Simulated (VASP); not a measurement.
# Ir (P6_3/mmc) in VASP: further runs

The runs below take Ir through single point, with PBE.

All numbers are computed with VASP 6.6.1; they aren't measurements. Logs are shortened: lines on timing, memory, paths and dates and some standing lists are left out, and cuts for length are marked.

**1. The cell of the first run**

It takes space group P6_3/mmc (No. 194, hexagonal). The conventional cell has a = 2.684 Å, b = 2.684 Å, c = 4.379 Å, α = 90.00°, β = 90.00°, γ = 120.00°. Within 3.5 Å of Ir (site symmetry -6m2) lie 12 Ir at 2.68 Å.

**2. Single point, PBE**

INCAR

```
ALGO = Fast
EDIFF = 1E-6
ENCUT = 520
GGA = PE
ISIF = 2
ISMEAR = 0
LASPH = True
LCHARG = False
LREAL = False
LWAVE = False
NBANDS = 16
NELM = 100
PREC = Accurate
SIGMA = 0.15
```

KPOINTS

```
k-points
0
Gamma
  18 18 10
```

POSCAR

```
Ir
1.0
    2.6837000000      0.0000000000      0.0000000000
   -1.3418500000      2.3241523762      0.0000000000
    0.0000000000      0.0000000000      4.3787000000
Ir
2
Direct
    0.6666666667      0.3333333333      0.7500000000
    0.3333333333      0.6666666667      0.2500000000
```

Potentials or basis: VASP PAW PBE potentials, release 64 (Ir).

Started as:

```
$ cat potpaw_PBE.64/Ir/POTCAR > POTCAR
$ mpirun -np 1 vasp_std > vasp.out
```

OUTCAR:

```text
EDIFF = 1E-6
   ENCUT = 520
   GGA = PE
   ISIF = 2
   ISMEAR = 0
   LASPH = True
   LREAL = False
   NELM = 100
   PREC = Accurate

 ion  position               nearest neighbor table
   1  0.667  0.333  0.750-   2 2.68   2 2.68   2 2.68   2 2.68   2 2.68   2 2.68
   2  0.333  0.667  0.250-   1 2.68   1 2.68   1 2.68   1 2.68   1 2.68   1 2.68

  LATTYP: Found a hexagonal cell.
 ALAT       =     2.6837000000
 C/A-ratio  =     1.6315907143

  Lattice vectors:

 A1 = (   2.6837000000,   0.0000000000,   0.0000000000)
 A2 = (  -1.3418500000,   2.3241523762,   0.0000000000)
 A3 = (   0.0000000000,   0.0000000000,   4.3787000000)

Analysis of symmetry for initial positions (statically):
=====================================================================
 Subroutine PRICEL returns:
 Original cell was already a primitive cell.

 Routine SETGRP: Setting up the symmetry group for a
 hexagonal supercell.

 Subroutine GETGRP returns: Found 24 space group operations
 (whereof 12 operations were pure point group operations)
 out of a pool of 24 trial point group operations.

The static configuration has the point symmetry D_3d.
 The point group associated with its full space group is D_6h.

Analysis of symmetry for dynamics (positions and initial velocities):
=====================================================================
 Subroutine PRICEL returns:
 Original cell was already a primitive cell.

 Routine SETGRP: Setting up the symmetry group for a
 hexagonal supercell.

 Subroutine GETGRP returns: Found 24 space group operations
 (whereof 12 operations were pure point group operations)
 out of a pool of 24 trial point group operations.

The dynamic configuration has the point symmetry D_3d.
 The point group associated with its full space group is D_6h.

 Subroutine INISYM returns: Found 24 space group operations
 (whereof 12 operations are pure point group operations),
 and found     1 'primitive' translations

----------------------------------------------------------------------------------------

                                     Primitive cell

  volume of cell :      27.3114

  direct lattice vectors                    reciprocal lattice vectors
     2.683700000  0.000000000  0.000000000     0.372619890  0.215132194  0.000000000
    -1.341850000  2.324152376  0.000000000     0.000000000  0.430264388  0.000000000
     0.000000000  0.000000000  4.378700000     0.000000000  0.000000000  0.228378286

  length of vectors
     2.683700000  2.683700000  4.378700000     0.430264388  0.430264388  0.228378286

  position of ions in fractional coordinates (direct lattice)
     0.666666667  0.333333333  0.750000000
     0.333333333  0.666666667  0.250000000

  ion indices of the primitive-cell ions
   primitive index   ion index
                 1           1
                 2           2

----------------------------------------------------------------------------------------

 KPOINTS: k-points

Automatic generation of k-mesh.
 Grid dimensions read from file:
 generate k-points for:   18   18   10

 Generating k-lattice:

  Cartesian coordinates                     Fractional coordinates (reciprocal lattice)
     0.020701105  0.011951789  0.000000000     0.055555556 -0.000000000  0.000000000
     0.000000000  0.023903577  0.000000000     0.000000000  0.055555556  0.000000000
     0.000000000  0.000000000  0.022837829     0.000000000  0.000000000  0.100000000

  Length of vectors
     0.023903577  0.023903577  0.022837829

  Shift w.r.t. Gamma in fractional coordinates (k-lattice)
     0.000000000  0.000000000  0.000000000

 Subroutine IBZKPT returns following result:
 ===========================================

 Found    222 irreducible k-points:

 Following reciprocal coordinates:
            Coordinates               Weight
  0.000000  0.000000  0.000000      1.000000
  0.055556  0.000000  0.000000      6.000000
  0.111111  0.000000  0.000000      6.000000
  0.166667 -0.000000  0.000000      6.000000
  0.222222 -0.000000  0.000000      6.000000
  0.277778 -0.000000  0.000000      6.000000
[... 16 lines left out ...]
  0.333333  0.111111  0.000000     12.000000
  0.388889  0.111111  0.000000     12.000000
 [... further k-points ...]
   k-points           NKPTS =    222   k-points in BZ     NKDIM =    222   number of bands    NBANDS=     16
   number of dos      NEDOS =    301   number of ions     NIONS =      2
   total plane-waves  NPLWV =  14400
   dimension x,y,z NGX =    20 NGY =   20 NGZ =   36
   dimension x,y,z NGXF=    40 NGYF=   40 NGZF=   72
   ions per type =               2
   NGX,Y,Z   is equivalent  to a cutoff of  12.39, 12.39, 13.67 a.u.
   NGXF,Y,Z  is equivalent  to a cutoff of  24.78, 24.78, 27.34 a.u.
 SYSTEM =  unknown system
   PREC   = accura    normal or accurate (medium, high low for compatibility)
   ISTART =      0    job   : 0-new  1-cont  2-samecut
   ICHARG =      2    charge: 1-file 2-atom 10-const
   ISPIN  =      1    spin polarized calculation?
   LNONCOLLINEAR =      F non collinear calculations
   LSORBIT =      F    spin-orbit coupling
   LASPH  =      T    aspherical Exc in radial PAW
   ENCUT  =  520.0 eV  38.22 Ry    6.18 a.u.   4.99  4.99  8.14*2*pi/ulx,y,z
   NELM   =    100;   NELMIN=  2; NELMDL= -5     # of ELM steps
   EDIFF  = 0.1E-05   stopping-criterion for ELM
   LREAL  =      F    real-space projection
   EDIFFG = 0.1E-04   stopping-criterion for IOM
   NSW    =      0    number of steps for IOM
   IBRION =     -1    ionic relax: 0-MD 1-quasi-New 2-CG
   NFREE  =      0    steps in history (QN), initial steepest desc. (CG)
   ISIF   =      2    stress and relaxation
   ISYM   =      2    0-nonsym 1-usesym 2-fastsym
   POTIM  = 0.5000    time-step for ionic-motion
   TEBEG  =    0.0;   TEEND  =   0.0 temperature during run
   PSTRESS=    0.0 pullay stress
   NELECT =      18.0000    total number of electrons
   NUPDOWN=      -1.0000    fix difference up-down
   EMIN   =  10.00;   EMAX   =-10.00  energy-range for DOS
   EFERMI =   0.00;   METHOD = LEGACY
   ISMEAR =     0;   SIGMA  =   0.15  broadening in eV -4-tet -1-fermi 0-gaus
   EFERMI_NEDOS =   21; number of points for ismear=-14 and -15
   IALGO  =     68    algorithm
   IMIX   =      4    mixing-type and parameters
     AMIX     =   0.40;   BMIX     =  1.00
     AMIX_MAG =   1.60;   BMIX_MAG =  1.00
  volume/ion in A,a.u.               =      13.66        92.15
  Fermi-wavevector in a.u.,A,eV,Ry     =   1.424681  2.692257 27.615977  2.029717
  Thomas-Fermi vector in A             =   2.545146
   LORBIT       =      0    0 simple, 1 ext, 2 COOP (PROOUT), +10 PAW based schemes
   GGA     = PE    functional components
   LHFCALC =     F    Hartree Fock is set to
   AEXX    =    0.0000 exact exchange contribution
   IVDW    =     0    specifies the selected vdW correction
   LEPSILON=     F    determine dielectric tensor
   LRPA    =     F    only Hartree local field effects (RPA)
 non-spin polarized calculation
 RMM-DIIS sequential band-by-band and
 Gauss-broadening in eV      SIGMA  =   0.15
  energy-cutoff  :      520.00
  volume of cell :       27.31
 maximum number of plane-waves:       762
 NGX is ok and might be reduce to    20
   NGX =  9   NGY =  9   NGZ = 17

 number of electron      18.0000000 magnetization

 Free energy of the ion-electron system (eV)
  ---------------------------------------------------
  ext. energy  EPLUGINS =         0.00000000
  ---------------------------------------------------
  free energy    TOTEN  =       -17.41756864 eV

  energy without entropy =      -17.39478996  energy(sigma->0) =      -17.40617930

 E-fermi :  11.1671     XC(G=0): -14.1993

 val. band max:       11.1663177944   @ k =   0.2778   0.1111   0.2000
 cond. band min:      11.1786719199   @ k =   0.3889   0.1667   0.1000
 fundamental gap:      0.0123541255
 Fermi energy:        11.1670891287

 k-point     1 :       0.0000    0.0000    0.0000
  band No.  band energies     occupation
      1      -0.4741      2.00000
      2       2.5562      2.00000
      3       6.9165      2.00000
      4       7.0866      2.00000
      5       7.0866      2.00000
      6       7.7738      2.00000
[... 8 lines left out ...]
     15      27.4691      0.00000
     16      28.6851      0.00000

 k-point     2 :       0.0556    0.0000    0.0000
  band No.  band energies     occupation
      1      -0.3472      2.00000
      2       2.6711      2.00000
      3       6.7043      2.00000
      4       7.1949      2.00000
      5       7.2700      2.00000
      6       7.7003      2.00000
[... 8 lines left out ...]
     15      27.6427      0.00000
     16      28.9015      0.00000

 k-point     3 :       0.1111    0.0000    0.0000
  band No.  band energies     occupation
      1       0.0230      2.00000
      2       2.9933      2.00000
      3       6.3714      2.00000
      4       7.4204      2.00000
      5       7.5154      2.00000
      6       7.6430      2.00000
[... 8 lines left out ...]
     15      28.1032      0.00000
     16      29.4300      0.00000

 k-point     4 :       0.1667   -0.0000    0.0000
  band No.  band energies     occupation
      1       0.6021      2.00000
      2       3.4367      2.00000
      3       6.0427      2.00000
      4       6.9601      2.00000
      5       7.1773      2.00000
      6       8.0338      2.00000
[... 8 lines left out ...]
     15      28.4241      0.00000
     16      29.3319      0.00000
[... 324 lines left out ...]
 k-point    22 :       0.2778    0.1111    0.0000
  band No.  band energies     occupation
      1       3.0663      2.00000
      2       4.0071      2.00000
      3       4.6354      2.00000
      4       5.9380      2.00000
      5       6.8127      2.00000
      6       7.2821      2.00000
[... 8 lines left out ...]
     15      23.7284      0.00000
     16      26.3006      0.00000

 k-point    23 :       0.3333    0.1111    0.0000
  band No.  band energies     occupation
      1       3.4601      2.00000
      2       3.7733      2.00000
      3       4.2201      2.00000
      4       6.4257      2.00000
      5       6.7209      2.00000
      6       7.5636      2.00000
[... 8 lines left out ...]
     15      22.4181      0.00000
     16      25.7691      0.00000

 k-point    24 :       0.3889    0.1111    0.0000
  band No.  band energies     occupation
      1       3.5538      2.00000
      2       3.6790      2.00000
      3       3.9657      2.00000
      4       6.6963      2.00000
      5       6.9127      2.00000
      6       7.3478      2.00000
[... 8 lines left out ...]
     15      22.0303      0.00000
     16      24.9646      0.00000

 [... further k-points ...]
[... 5 lines left out ...]
  --------------------------------------------------------------------------------------
  -------------------------------------------------------------------------------------
  Total        4.7358753      4.7358753      4.3044250     -0.0000000      0.0000000      0.0000000
  in kB      277.8222894    277.8222894    252.5119712     -0.0000000      0.0000000      0.0000000
  external PRESSURE =     269.3855166 kB  Pullay stress =       0.0000000 kB

 VOLUME and BASIS-vectors are now :
 -----------------------------------------------------------------------------
  energy-cutoff  :      520.00
  volume of cell :       27.31
      direct lattice vectors                 reciprocal lattice vectors
     2.683700000  0.000000000  0.000000000     0.372619890  0.215132194  0.000000000
    -1.341850000  2.324152376  0.000000000     0.000000000  0.430264388  0.000000000
     0.000000000  0.000000000  4.378700000     0.000000000  0.000000000  0.228378286

 POSITION                                       TOTAL-FORCE (eV/Angst)
 -----------------------------------------------------------------------------------
      1.34185      0.77472      3.28403         0.000000     -0.000000      0.000000
     -0.00000      1.54943      1.09468        -0.000000      0.000000      0.000000
 -----------------------------------------------------------------------------------
    total drift:                               -0.000000      0.000000     -0.000000

  FREE ENERGIE OF THE ION-ELECTRON SYSTEM (eV)
  ---------------------------------------------------
  free  energy   TOTEN  =       -17.4175686379 eV

  energy  without entropy=      -17.3947899603  energy(sigma->0) =      -17.40617930
```

Wall time 52 s (1 thread of AMD EPYC 9R45 (Zen 5), shared host); peak memory 0.18 GiB.

Results:

```yaml
Free_energy: -17.4176 eV
Pressure: 26.9 GPa
Band_gap_on_the_k_mesh: zero (band 9 reaches 12.23 eV, above the bottom of band 10 at 8.66 eV)
```

Caveat: spin-orbit coupling is left out, which moves the levels of the heavy elements.

(Part 1 of 2 ends here.)
